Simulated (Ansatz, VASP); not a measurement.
# One calculation of BaTiO3, two programs

INCAR

```
PREC = Accurate
ENCUT = 520
EDIFF = 1E-6
ISMEAR = 0
SIGMA = 0.05
LREAL = F
LASPH = T
NELM = 150
ALGO = Normal
ISIF = 2
LWAVE = F
LCHARG = T
LMAXMIX = 4
LDAU = T
LDAUTYPE = 2
LDAUL = -1 2 -1
LDAUU = 0 4 0
LDAUJ = 0 0 0
LDAUPRINT = 1
GGA = PE
LELF = T
LVHAR = T
NBANDS = 28
```

Contents of KPOINTS:

```
Automatic mesh
0
Gamma
  6 6 6
```

POSCAR

```
BaTiO3
1.0
    3.8078084423      0.0000000000      0.0000000000
    0.0000000000      2.7296174090      2.9580664015
    0.0000000000     -2.7296174090      2.9580664015
Ba Ti O
1 1 3
Direct
    0.0000000000      0.0080771898      0.0080771898
    0.5000000000      0.5197092923      0.5197092923
    0.0000000000      0.4916268263      0.4916268263
    0.5000000000      0.4938075436      0.9829991481
    0.5000000000      0.9829991481      0.4938075436
```

Input for Ansatz:

```yaml
crystal:
  lattice:
    - [3.8078083599, 0.0, 0.0]
    - [0.0, 2.7296174453, 2.9580664814]
    - [0.0, -2.7296174453, 2.9580664814]
  atoms:
    - { symbol: Ba, position: [0.0, 0.0080772002, 0.0080772002] }
    - { symbol: Ti, position: [0.5, 0.5197092998, 0.5197092998] }
    - { symbol: O, position: [0.0, 0.4916268155, 0.4916268155] }
    - { symbol: O, position: [0.5, 0.4938075461, 0.9829991384] }
    - { symbol: O, position: [0.5, 0.9829991384, 0.4938075461] }
basis:
  ecutwfc: 420
kpoints:
  mp_grid: { grid: [6, 6, 6] }
hamiltonian:
  xc: pbe
  hubbard: { sites: [{ species: Ti, l: d, u_eff: 4.0 }] }
scf:
  occupations: { method: gaussian, width: 0.05 }
output:
  forces: true
  stress: true
  eigenvalues: true
```

Change from the starting cell: strain -0.050 along x and y, +0.025 along z, atoms carried along.

Alike in both runs: task single point; functional PBE; k mesh 6 × 6 × 6; occupations gaussian, width 0.05 eV; no spin polarisation; Hubbard terms Ti d U = 4.0 eV.

|  | VASP | Ansatz |
| --- | --- | --- |
| version | VASP 6.6.1 | Ansatz 0.2.0 |
| potentials or method | VASP PAW PBE potentials, release 64 (Ba_sv, Ti_sv, O), cutoff 520 eV | scalar-relativistic, plane waves, PAW |
| valence electrons in the cell | 40 | 40 |

|  | VASP | Ansatz | Ansatz less VASP |
| --- | --- | --- | --- |
| gap on the k mesh at the Fermi level (eV) | 2.47 | 2.51 | +0.038 |
| least direct gap on the mesh (eV) | 2.73 | 2.76 | +0.031 |
| pressure (GPa) | 20.2 | 15.5 | -4.62 |
| traceless stress, the component that is largest in VASP (GPa) | -13.23 | -12.59 | +0.643 |
| rms of the force components (eV/Å) | 0.408 | 0.195 | -0.2128 |

The programs project onto different local orbitals, so the same U acts differently, and such runs can settle in different states. Atom by atom the forces differ by 0.235 eV/Å (rms over components).

Neither program's run includes spin-orbit coupling.
